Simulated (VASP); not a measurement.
A run of VASP 6.6.1 is set up as follows.

File POSCAR:

```
GaSb
1.0
    0.0000000000      2.9892318294      3.1295474612
    2.9892318294      0.0000000000      3.1295474612
    2.9892318294      2.9892318294      0.0000000000
Ga Sb
1 1
Direct
    0.0000000000      0.0000000000      0.0000000000
    0.2500000000      0.2500000000      0.2500000000
```

The input INCAR.step1:

```
SYSTEM = GaSb
  PREC = Accurate
  ENCUT = 520
  ISMEAR = -1
  SIGMA = 0.02
  LREAL = .False.
  LASPH = .True.
  NELM = 80
  NBANDS = 16
  GGA = PE
  ALGO = Normal
  EDIFF = 1E-4
  LWAVE = .True.
  LCHARG = .False.
```

INCAR.step2

```
SYSTEM = GaSb
  PREC = Accurate
  ENCUT = 520
  EDIFF = 1E-6
  ISMEAR = -1
  SIGMA = 0.02
  LREAL = .False.
  LASPH = .True.
  NELM = 80
  ALGO = Normal
  ISIF = 2
  LWAVE = .False.
  LCHARG = .False.
  METAGGA = R2SCAN
  LMIXTAU = .True.
  NBANDS = 16
  ISTART = 1
```

Contents of KPOINTS:

```
Automatic mesh
0
Gamma
  8 8 8
  0 0 0
```

Potentials or basis: VASP PAW PBE potentials, release 64 (Ga_d, Sb).

Launch:

```sh
$ cat potpaw_PBE.64/Ga_d/POTCAR potpaw_PBE.64/Sb/POTCAR > POTCAR
$ cp INCAR.step1 INCAR
$ mpirun -np 1 vasp_std > vasp.out
$ cp INCAR.step2 INCAR
$ mpirun -np 1 vasp_std > vasp.out
```

Q: What does it give for the pressure?

A: 1.8 GPa.

Q: Estimate the band gap on the k mesh.

A: 0.51 eV.

Stress tensor (GPa, compression positive):
```
2.65 0.00 0.00
0.00 2.65 0.00
0.00 0.00 0.14
```

Caveat: the cell differs from its parent crystal (epitaxial xy strain -2.5%); the PAW data sets were made with another functional, which shifts forces and pressure a little; spin-orbit coupling is left out, which moves the levels of the heavy elements. A k mesh can miss the band edges.
